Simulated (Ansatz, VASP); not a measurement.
## Lu2Sb3Pd in VASP and in Ansatz

```
Sb Pd Lu
1.0
     3.95144    0.00000    0.00000
     0.00000    3.95144    0.00000
     0.00000    0.00000    8.66009
Sb Pd Lu
3 1 2
Direct
  0.50000 0.50000 0.00000
  0.00000 0.50000 0.38200
  0.50000 0.00000 0.61800
  0.00000 0.00000 0.00000
  0.00000 0.50000 0.73400
  0.50000 0.00000 0.26600
```

Alike in both runs: task single point; functional PBEsol; k mesh 5 × 5 × 2; no spin polarisation.

|  | VASP | Ansatz |
| --- | --- | --- |
| version | VASP 6.6.1 | Ansatz 0.2.0 |
| potentials or method | VASP PAW PBE potentials, release 64 (Sb, Pd, Lu), cutoff 520 eV | PAW plane waves |
| occupations | methfessel-paxton of order 1, width 0.025 eV | cold, width 0.025 eV |
| valence electrons in the cell | 75 | 113 |

```csv
,VASP,Ansatz,Ansatz less VASP
gap on the k mesh at the Fermi level (eV),none,none,-
pressure (GPa),4.0,3.8,-0.21
rms of the force components (eV/Å),0.101,0.098,-0.0032
```

VASP's potentials were made for PBE, not for PBEsol. A gap of «none» marks a metal or a gap that the smearing closes. VASP's potentials hold 75 valence electrons a cell and Ansatz's 113, so a difference there can come from the potentials and not from the codes.

The k mesh is coarse, so the values compare programs but aren't converged. Spin-orbit coupling is off throughout.
